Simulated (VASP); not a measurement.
Runs of VASP 6.6.1 on Be2H. The structure is that of space group P-3m1 (No. 164), or close to it. The cells are those of the table. 

```tsv
task	cell	k mesh	cutoff (eV)	gap on the mesh (eV)	pressure (GPa)	relaxed volume (Å³/atom)	largest force (eV/Å)
single point	a = 2.679, b = 2.679, c = 3.700 Å, angles 90.0, 90.0, 120.0°, 3 atoms	6 × 6 × 6	520	none	-8.4	-	1.44
single point	a = 2.539, b = 2.539, c = 3.577 Å, angles 90.0, 90.0, 120.0°, 3 atoms	24 × 24 × 12	520	none	0.0	-	-
relaxation of cell and atoms	relaxed from a = 2.515, b = 2.515, c = 3.626 Å, angles 90.0, 90.0, 120.0°, 3 atoms	24 × 24 × 12	600	none	-0.1	(b)	-
single point	a = 2.515, b = 2.515, c = 3.626 Å, angles 90.0, 90.0, 120.0°, 3 atoms	6 × 6 × 6	520	none	0.0	-	(a)
relaxation of cell and atoms	relaxed from a = 2.679, b = 2.679, c = 3.700 Å, angles 90.0, 90.0, 120.0°, 3 atoms	6 × 6 × 6	600	none	0.3	6.60	0.02
```

Alike in all rows: level PBE; potentials or basis VASP PAW PBE potentials, release 64 (Be, H); no spin polarisation; smearing gaussian 0.1 eV.

Task: Estimate the missing entries.

Result: (a) 0.01; (b) 6.67.

Caveats: some runs use coarse meshes; forces of over 1 eV/Å act on the atoms, so gaps and moduli don't describe the material at rest (some runs).

A gap of «none» marks levels without a gap at the run's occupations.
